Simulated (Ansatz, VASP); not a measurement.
InSe: VASP beside Ansatz

```
CELL_PARAMETERS angstrom
4.02661 0.00000 0.00000
-2.01331 3.48715 0.00000
0.00000 0.00000 28.27071
ATOMIC_POSITIONS crystal
Se 0.00000 0.00000 0.15918
Se 0.00000 0.00000 0.34967
Se 0.00000 0.66667 0.47382
Se 0.00000 0.66667 0.66432
In 0.66667 0.33333 0.20500
In 0.66667 0.33333 0.30385
In 0.66667 0.00000 0.51965
In 0.66667 0.00000 0.61849
```

Alike in both runs: task single point; functional PBE; dispersion D3(BJ); k mesh 9 × 9 × 1; occupations gaussian, width 0.05 eV; no spin polarisation.

|  | VASP | Ansatz |
| --- | --- | --- |
| version | VASP 6.6.1 | Ansatz 0.2.0 |
| potentials or method | VASP PAW PBE potentials, release 64 (Se, In_d), cutoff 400 eV | scalar-relativistic, plane waves, PAW |
| valence electrons in the cell | 76 | 116 |

```csv
,VASP,Ansatz,Ansatz less VASP
gap on the k mesh at the Fermi level (eV),1.18,1.19,+0.011
least direct gap on the mesh (eV),1.23,1.23,+0.009
rms of the force components (eV/Å),0.017,0.015,-0.0021
```

VASP's potentials hold 76 valence electrons a cell and Ansatz's 116, so a difference there can come from the potentials and not from the codes.
